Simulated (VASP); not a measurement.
BaTiO3:

```xyz
5
Lattice="4.0501 0.0000 0.0000 0.0114 4.0501 0.0000 0.0114 0.0114 4.0500" Properties=species:S:1:pos:R:3 pbc="T T T"
Ba    0.0000    0.0000    0.0000
Ti    1.9843    1.9787    1.9732
O     2.0752    2.0694    0.0782
O     0.0898    2.0750    2.0692
O     2.0752    0.0840    2.0692
```

Base run:

- Program: VASP 6.6.1
- Functional: PBE
- Potentials or basis: VASP PAW PBE potentials, release 64 (Ba_sv, Ti_sv, O)
- Cutoff: 520 eV
- k mesh: 5 × 5 × 5
- Occupations: fermi-dirac, width 0.1 eV
- Spin: no spin polarisation
- Hubbard terms: Ti d U = 8.0 eV

Its results: band gap on the k mesh 3.28 eV, indirect (least direct gap 3.61 eV); pressure 7.3 GPa; largest force 1.753 eV/Å.

Question: The run is repeated on the same cell with these changes: hubbard terms from Ti d U = 8.0 eV to none. What comes out?

Answer: Band gap on the k mesh 2.38 eV, indirect (least direct gap 2.68 eV); pressure 0.8 GPa; largest force 0.227 eV/Å.

The U term pushes filled and empty states of the shell apart.

Caveats: spin-orbit coupling is left out, which moves the levels of the heavy elements; forces of over 1 eV/Å act on the atoms, so gaps and moduli don't describe the material at rest (some runs).

A k mesh can miss the band edges.
